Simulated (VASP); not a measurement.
# BeCdS4 (P1) in VASP: single point with PBE

Aim: the single point of BeCdS4 with PBE.

Everything below comes from runs of VASP 6.6.1. Logs are shortened: lines on timing, memory, paths and dates and some standing lists are left out, and cuts for length are marked.

### Step 1. The cell of the first run

The typed cell holds 12 atoms: a = 5.661 Å, b = 6.375 Å, c = 6.395 Å, α = 90.03°, β = 90.00°, γ = 88.72°.

### Step 2. Single point, PBE

Contents of INCAR:

```
PREC     = Accurate       # precision mode
ENCUT    = 630            # plane-wave cutoff, eV
EDIFF    = 1E-6           # SCF threshold, eV
ISMEAR   = 0              # smearing method
SIGMA    = 0.1            # smearing width, eV
LREAL    = F              # projectors in reciprocal space
LASPH    = T              # aspherical terms in the spheres
NELM     = 120            # most SCF steps
ALGO     = Normal         # electronic algorithm
ISIF     = 2              # what is computed and relaxed
LWAVE    = F              # write WAVECAR
LCHARG   = T              # write CHGCAR
GGA      = PE             # functional
LELF     = T              # ELF
LVHAR    = T            
NBANDS   = 58             # bands
GGA_COMPAT= F
```

Contents of KPOINTS:

```
regular mesh
0
Gamma
  2 2 2
```

Contents of POSCAR:

```
BeCdS4
1.0
   -5.6603627180     -0.0015809905     -0.0916420174
   -0.0394532066      0.0019244534     -6.3751009971
    0.0022386684     -6.3953023980      0.0017528306
Be Cd S
2 2 8
Direct
    0.0420210492      0.5640184845      0.5601170018
   -0.0418865162     -0.0640837820      0.0602045855
    0.5053899856      0.5061106043     -0.0111646594
    0.4946752129      0.9938921402      0.4892852589
    0.0771560433      0.8887025533      0.5957285379
    0.9108511332      0.0686962794      0.3586643297
    0.3669194464      0.4169430719      0.4213987028
    0.6336254461      0.5880855878      0.5749331031
    0.6330175811      0.0829841390      0.9217110938
    0.3663329116      0.9119766175      0.0751850512
    0.9227775696      0.6113881183      0.0955491145
    0.0891201372      0.4312861859      0.8583878800
```

Potentials or basis: VASP PAW PBE potentials, release 64 (Be, Cd_sv_GW, S).

On the command line:

```bash
$ cat potpaw_PBE.64/Be/POTCAR potpaw_PBE.64/Cd_sv_GW/POTCAR potpaw_PBE.64/S/POTCAR > POTCAR
$ mpirun -np 1 vasp_std > vasp.out
```

OUTCAR:

```text
PREC = Accurate
   ENCUT = 630
   EDIFF = 1E-6
   ISMEAR = 0
   LREAL = F
   LASPH = T
   NELM = 120
   ISIF = 2
   GGA = PE

 ion  position               nearest neighbor table
   1  0.042  0.564  0.560-   5 2.10  12 2.10   7 2.23   8 2.32
   2  0.958  0.936  0.060-  11 2.10   6 2.10   9 2.23  10 2.31
   3  0.505  0.506  0.989-  12 2.55  11 2.56
   4  0.495  0.994  0.489-   6 2.55   5 2.56
   5  0.077  0.889  0.596-   1 2.10   6 2.11   4 2.56
   6  0.911  0.069  0.359-   2 2.10   5 2.11   4 2.55
   7  0.367  0.417  0.421-   8 2.12   1 2.23
   8  0.634  0.588  0.575-   7 2.12   1 2.32
   9  0.633  0.083  0.922-  10 2.12   2 2.23
  10  0.366  0.912  0.075-   9 2.12   2 2.31
  11  0.923  0.611  0.096-   2 2.10  12 2.11   3 2.56
  12  0.089  0.431  0.858-   1 2.10  11 2.11   3 2.55

  LATTYP: Found a triclinic cell.
 ALAT       =     6.3752233672
 B/A-ratio  =     0.8879853163
 C/A-ratio  =     1.0031496407
 COS(alpha) =     0.0000751674
 COS(beta)  =     0.0005781064
 COS(gamma) =     0.0223753248

  Lattice vectors:

 A1 = (  -0.0394532066,   0.0019244534,  -6.3751009971)
 A2 = (  -5.6603627180,  -0.0015809905,  -0.0916420174)
 A3 = (  -0.0022386684,   6.3953023980,  -0.0017528306)

Analysis of symmetry for initial positions (statically):
=====================================================================
 Subroutine PRICEL returns:
 Original cell was already a primitive cell.

 Routine SETGRP: Setting up the symmetry group for a
 triclinic supercell.

 Subroutine GETGRP returns: Found  1 space group operations
 (whereof  1 operations were pure point group operations)
 out of a pool of  2 trial point group operations.

The static configuration has the point symmetry C_1 .

Analysis of symmetry for dynamics (positions and initial velocities):
=====================================================================
 Subroutine PRICEL returns:
 Original cell was already a primitive cell.

 Routine SETGRP: Setting up the symmetry group for a
 triclinic supercell.

 Subroutine GETGRP returns: Found  1 space group operations
 (whereof  1 operations were pure point group operations)
 out of a pool of  2 trial point group operations.

The dynamic configuration has the point symmetry C_1 .

 Subroutine INISYM returns: Found  1 space group operations
 (whereof  1 operations are pure point group operations),
 and found     1 'primitive' translations

----------------------------------------------------------------------------------------

                                     Primitive cell

  volume of cell :     230.7538

  direct lattice vectors                    reciprocal lattice vectors
    -5.660362718 -0.001580990 -0.091642017    -0.176684809 -0.000061549  0.001093420
    -0.039453207  0.001924453 -6.375100997     0.002539855 -0.000042108 -0.156875991
     0.002238668 -6.395302398  0.001752831     0.000044443 -0.156364769 -0.000047477

  length of vectors
     5.661104738  6.375223367  6.395303030     0.176688203  0.156896556  0.156364783

  position of ions in fractional coordinates (direct lattice)
     0.042021049  0.564018484  0.560117002
     0.958113484  0.935916218  0.060204586
     0.505389986  0.506110604  0.988835341
     0.494675213  0.993892140  0.489285259
     0.077156043  0.888702553  0.595728538
     0.910851133  0.068696279  0.358664330
     0.366919446  0.416943072  0.421398703
     0.633625446  0.588085588  0.574933103
     0.633017581  0.082984139  0.921711094
     0.366332912  0.911976618  0.075185051
     0.922777570  0.611388118  0.095549115
     0.089120137  0.431286186  0.858387880

  ion indices of the primitive-cell ions
   primitive index   ion index
                 1           1
                 2           2
                 3           3
                 4           4
                 5           5
                 6           6
                 7           7
                 8           8
                 9           9
                10          10
                11          11
                12          12

----------------------------------------------------------------------------------------

 KPOINTS: regular mesh

Automatic generation of k-mesh.
 Grid dimensions read from file:
 generate k-points for:    2    2    2

 Generating k-lattice:

  Cartesian coordinates                     Fractional coordinates (reciprocal lattice)
    -0.088342405 -0.000030774  0.000546710     0.500000000 -0.000000000 -0.000000000
     0.001269927 -0.000021054 -0.078437995    -0.000000000  0.500000000  0.000000000
     0.000022221 -0.078182385 -0.000023738     0.000000000 -0.000000000  0.500000000

  Length of vectors
     0.088344102  0.078448278  0.078182391

  Shift w.r.t. Gamma in fractional coordinates (k-lattice)
     0.000000000  0.000000000  0.000000000

 Subroutine IBZKPT returns following result:
 ===========================================

 Found      8 irreducible k-points:

 Following reciprocal coordinates:
            Coordinates               Weight
  0.000000  0.000000  0.000000      1.000000
  0.500000  0.000000  0.000000      1.000000
  0.000000  0.500000  0.000000      1.000000
  0.500000  0.500000 -0.000000      1.000000
  0.000000  0.000000  0.500000      1.000000
  0.500000  0.000000  0.500000      1.000000
  0.000000  0.500000  0.500000      1.000000
  0.500000  0.500000  0.500000      1.000000
   k-points           NKPTS =      8   k-points in BZ     NKDIM =      8   number of bands    NBANDS=     58
   number of dos      NEDOS =    301   number of ions     NIONS =     12
   total plane-waves  NPLWV = 139968
   dimension x,y,z NGX =    48 NGY =   54 NGZ =   54
   dimension x,y,z NGXF=    96 NGYF=  108 NGZF=  108
   ions per type =               2   2   8
   NGX,Y,Z   is equivalent  to a cutoff of  14.10, 14.08, 14.04 a.u.
   NGXF,Y,Z  is equivalent  to a cutoff of  28.19, 28.16, 28.07 a.u.
 SYSTEM =  unknown system
   PREC   = accura    normal or accurate (medium, high low for compatibility)
   ISTART =      0    job   : 0-new  1-cont  2-samecut
   ICHARG =      2    charge: 1-file 2-atom 10-const
   ISPIN  =      1    spin polarized calculation?
   LNONCOLLINEAR =      F non collinear calculations
   LSORBIT =      F    spin-orbit coupling
   LASPH  =      T    aspherical Exc in radial PAW
   ENCUT  =  630.0 eV  46.30 Ry    6.80 a.u.  11.59 13.05 13.09*2*pi/ulx,y,z
   NELM   =    120;   NELMIN=  2; NELMDL= -5     # of ELM steps
   EDIFF  = 0.1E-05   stopping-criterion for ELM
   LREAL  =      F    real-space projection
   EDIFFG = 0.1E-04   stopping-criterion for IOM
   NSW    =      0    number of steps for IOM
   IBRION =     -1    ionic relax: 0-MD 1-quasi-New 2-CG
   NFREE  =      0    steps in history (QN), initial steepest desc. (CG)
   ISIF   =      2    stress and relaxation
   ISYM   =      2    0-nonsym 1-usesym 2-fastsym
   POTIM  = 0.5000    time-step for ionic-motion
   TEBEG  =    0.0;   TEEND  =   0.0 temperature during run
   PSTRESS=    0.0 pullay stress
   NELECT =      92.0000    total number of electrons
   NUPDOWN=      -1.0000    fix difference up-down
   EMIN   =  10.00;   EMAX   =-10.00  energy-range for DOS
   EFERMI =   0.00;   METHOD = LEGACY
   ISMEAR =     0;   SIGMA  =   0.10  broadening in eV -4-tet -1-fermi 0-gaus
   EFERMI_NEDOS =   21; number of points for ismear=-14 and -15
   IALGO  =     38    algorithm
   IMIX   =      4    mixing-type and parameters
     AMIX     =   0.40;   BMIX     =  1.00
     AMIX_MAG =   1.60;   BMIX_MAG =  1.00
  volume/ion in A,a.u.               =      19.23       129.77
  Fermi-wavevector in a.u.,A,eV,Ry     =   1.204910  2.276949 19.753036  1.451807
  Thomas-Fermi vector in A             =   2.340621
   LORBIT       =      0    0 simple, 1 ext, 2 COOP (PROOUT), +10 PAW based schemes
   GGA     = PE    functional components
   LHFCALC =     F    Hartree Fock is set to
   AEXX    =    0.0000 exact exchange contribution
   IVDW    =     0    specifies the selected vdW correction
   LEPSILON=     F    determine dielectric tensor
   LRPA    =     F    only Hartree local field effects (RPA)
 non-spin polarized calculation
 Gauss-broadening in eV      SIGMA  =   0.10
  energy-cutoff  :      630.00
  volume of cell :      230.75
 maximum number of plane-waves:      8320
 NGX is ok and might be reduce to    48
   NGX = 23   NGY = 27   NGZ = 27

 number of electron      92.0000004 magnetization

 Free energy of the ion-electron system (eV)
  ---------------------------------------------------
  ext. energy  EPLUGINS =         0.00000000
  ---------------------------------------------------
  free energy    TOTEN  =       -46.14725636 eV

  energy without entropy =      -46.14725636  energy(sigma->0) =      -46.14725636

 E-fermi :   4.9966     XC(G=0):  -9.7087

 val. band max:        4.5112353066   @ k =   0.5000   0.0000   0.0000
 cond. band min:       6.3082553911   @ k =   0.5000   0.0000   0.0000
 fundamental gap:      1.7970200845
 Fermi energy:         4.9965879013

 k-point     1 :       0.0000    0.0000    0.0000
  band No.  band energies     occupation
      1     -97.3844      2.00000
      2     -97.3839      2.00000
      3     -58.4649      2.00000
      4     -58.4644      2.00000
      5     -58.4487      2.00000
      6     -58.4483      2.00000
[... 50 lines left out ...]
     57      10.1800      0.00000
     58      10.3854      0.00000

 k-point     2 :       0.5000    0.0000    0.0000
  band No.  band energies     occupation
      1     -97.3844      2.00000
      2     -97.3839      2.00000
      3     -58.4648      2.00000
      4     -58.4644      2.00000
      5     -58.4487      2.00000
      6     -58.4483      2.00000
[... 50 lines left out ...]
     57      10.2647      0.00000
     58      10.5839      0.00000

 k-point     3 :       0.0000    0.5000    0.0000
  band No.  band energies     occupation
      1     -97.3844      2.00000
      2     -97.3839      2.00000
      3     -58.4649      2.00000
      4     -58.4644      2.00000
      5     -58.4487      2.00000
      6     -58.4483      2.00000
[... 50 lines left out ...]
     57       9.9943      0.00000
     58      10.0831      0.00000

 k-point     4 :       0.5000    0.5000   -0.0000
  band No.  band energies     occupation
      1     -97.3844      2.00000
      2     -97.3839      2.00000
      3     -58.4648      2.00000
      4     -58.4643      2.00000
      5     -58.4487      2.00000
      6     -58.4483      2.00000
[... 50 lines left out ...]
     57      10.0894      0.00000
     58      10.2498      0.00000

 k-point     5 :       0.0000    0.0000    0.5000
  band No.  band energies     occupation
      1     -97.3844      2.00000
      2     -97.3839      2.00000
      3     -58.4648      2.00000
      4     -58.4644      2.00000
      5     -58.4487      2.00000
      6     -58.4483      2.00000
[... 50 lines left out ...]
     57      10.4678      0.00000
     58      10.5090      0.00000

 k-point     6 :       0.5000    0.0000    0.5000
  band No.  band energies     occupation
      1     -97.3844      2.00000
      2     -97.3839      2.00000
      3     -58.4648      2.00000
      4     -58.4644      2.00000
      5     -58.4487      2.00000
      6     -58.4483      2.00000
[... 50 lines left out ...]
     57      10.3496      0.00000
     58      10.3715      0.00000

 k-point     7 :       0.0000    0.5000    0.5000
  band No.  band energies     occupation
      1     -97.3844      2.00000
      2     -97.3839      2.00000
      3     -58.4649      2.00000
      4     -58.4644      2.00000
      5     -58.4487      2.00000
      6     -58.4483      2.00000
[... 50 lines left out ...]
     57      10.1250      0.00000
     58      10.2087      0.00000

 k-point     8 :       0.5000    0.5000    0.5000
  band No.  band energies     occupation
      1     -97.3844      2.00000
      2     -97.3839      2.00000
      3     -58.4649      2.00000
      4     -58.4644      2.00000
      5     -58.4487      2.00000
      6     -58.4483      2.00000
[... 50 lines left out ...]
     57       9.6931      0.00000
     58       9.6948      0.00000

------------------------ aborting loop because EDIFF is reached ----------------------------------------

  FORCE on cell =-STRESS in cart. coord.  units (eV):
  Direction    XX          YY          ZZ          XY          YZ          ZX
  --------------------------------------------------------------------------------------
  -------------------------------------------------------------------------------------
  Total       -0.2756051     -0.2511197     -0.3137301      0.0044602      0.0095038     -0.0292744
  in kB       -1.9135900     -1.7435824     -2.1783009      0.0309683      0.0659874     -0.2032593
  external PRESSURE =      -1.9451578 kB  Pullay stress =       0.0000000 kB

 VOLUME and BASIS-vectors are now :
 -----------------------------------------------------------------------------
  energy-cutoff  :      630.00
  volume of cell :      230.75
      direct lattice vectors                 reciprocal lattice vectors
    -5.660362718 -0.001580990 -0.091642017    -0.176684809 -0.000061549  0.001093420
    -0.039453207  0.001924453 -6.375100997     0.002539855 -0.000042108 -0.156875991
     0.002238668 -6.395302398  0.001752831     0.000044443 -0.156364769 -0.000047477

 POSITION                                       TOTAL-FORCE (eV/Angst)
 -----------------------------------------------------------------------------------
     -0.25885     -3.58110     -3.59854        -0.009378      0.019819     -0.003149
     -5.46006     -0.38474     -6.05426         0.010822      0.017929     -0.000732
     -2.87844     -6.32373     -3.27109        -0.007640     -0.012411     -0.001514
     -2.83816     -3.12800     -6.38064         0.009797     -0.010971      0.000042
     -0.47046     -3.80828     -5.67160         0.037202      0.070391     -0.046825
     -5.15766     -2.29507     -0.52079        -0.049164     -0.071255      0.056217
     -2.09240     -2.69475     -2.69094        -0.064823     -0.057399     -0.062149
     -3.60846     -3.67674     -3.80616         0.066021      0.049769      0.053642
     -3.58432     -5.89546     -0.58543         0.065027     -0.055348      0.061661
     -2.10939     -0.47966     -5.84738        -0.067355      0.052156     -0.051972
     -5.24716     -0.61135     -3.98206        -0.040175      0.069491      0.050818
     -0.51955     -5.48896     -2.75616         0.049665     -0.072170     -0.056038
 -----------------------------------------------------------------------------------
    total drift:                               -0.000073      0.002240      0.000015

  FREE ENERGIE OF THE ION-ELECTRON SYSTEM (eV)
  ---------------------------------------------------
  free  energy   TOTEN  =       -46.1472563584 eV

  energy  without entropy=      -46.1472563584  energy(sigma->0) =      -46.14725636
```

Wall time 3 min (1 thread of Intel Xeon Platinum 8259CL at 2.50GHz (Skylake/Cascade Lake), shared host); peak memory 0.44 GiB.

Results:

```
Free energy            : -46.1473 eV
Pressure               : -0.2 GPa
Largest force          : 0.107 eV/Å
Band gap on the k mesh : 1.80 eV
```

Forces on the atoms (eV/Å):
```
Be  -0.009  0.020 -0.003
Be   0.011  0.018 -0.001
Cd  -0.008 -0.012 -0.002
Cd   0.010 -0.011  0.000
S    0.037  0.070 -0.047
S   -0.049 -0.071  0.056
S   -0.065 -0.057 -0.062
S    0.066  0.050  0.054
S    0.065 -0.055  0.062
S   -0.067  0.052 -0.052
S   -0.040  0.069  0.051
S    0.050 -0.072 -0.056
```

Caveat: the k points lie up to 0.56 Å⁻¹ apart. A k mesh can miss the band edges.
